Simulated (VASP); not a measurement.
## Lu: single point with revPBE

Crystal: Lu.

```xyz
1
Lattice="-1.9737 1.9737 1.9737 1.9737 -1.9737 1.9737 1.9737 1.9737 -1.9737" Properties=species:S:1:pos:R:3 pbc="T T T"
Lu    0.0000    0.0000    0.0000
```

This isn't the form of Lu at room conditions, which is hcp.

```
Program             : VASP 6.6.1
Task                : single point
Functional          : revPBE
Potentials or basis : VASP PAW PBE potentials, release 64 (Lu)
Cutoff              : 520 eV
k mesh              : 11 × 11 × 11
Occupations         : fermi-dirac, width 0.1 eV
Spin                : no spin polarisation
```

| Quantity | Value |
| --- | --- |
| Pressure | 0.1 GPa |
| Band gap on the k mesh | zero (an odd number of electrons rules out a gap without spin polarisation) |

Levels at points of the mesh, in eV from the Fermi level:
```tsv
k point	band 10	band 11	band 12	band 13	band 14	band 15
(0.00, 0.00, 0.00)	-5.16	-5.16	-5.15	2.12	2.12	2.12
```

Run time: 22 s on 1 thread of Intel(R) Xeon(R) Platinum 8559C (Emerald Rapids), on a shared host, peak memory 0.18 GiB.

Caveat: the PAW data sets were made with another functional, which shifts forces and pressure a little; spin-orbit coupling is left out, which moves the levels of the heavy elements.
